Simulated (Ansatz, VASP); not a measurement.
**HO in VASP and in Ansatz**

```
CELL_PARAMETERS angstrom
15.00000 0.00000 0.00000
0.00000 15.50000 0.00000
0.00000 0.00000 16.00000
ATOMIC_POSITIONS crystal
O 0.48757 0.49897 0.47156
H 0.51243 0.50103 0.52844
```

Alike in both runs: functional PBE; dispersion D3(BJ); k mesh 1 × 1 × 1; occupations gaussian, width 0.005 eV; collinear spin.

Ansatz relaxed the structure, and its values are those at the end. VASP's run is a single point on that final structure, the one shown.

|  | VASP | Ansatz |
| --- | --- | --- |
| version | VASP 6.6.1 | Ansatz 0.2.0 |
| potentials or method | VASP PAW PBE potentials, release 64 (O, H), cutoff 520 eV | scalar-relativistic, plane waves, PAW |
| valence electrons in the cell | 7 | 7 |

Ansatz gave:

```
gap on the k mesh at the Fermi level (eV)                     : 0.91
rms of the force components (eV/Å)                            : 0.000
net moment per atom (μB)                                      : 0.50
size of the moment on the site where the two differ most (μB) : 0.33
```

Q: Estimate VASP's values.

A: gap on the k mesh at the Fermi level (eV): 0.92; rms of the force components (eV/Å): 0.072; net moment per atom (μB): 0.50; size of the moment on the site where the two differ most (μB): 0.77.

Site moments also hang on the region over which each program counts them.
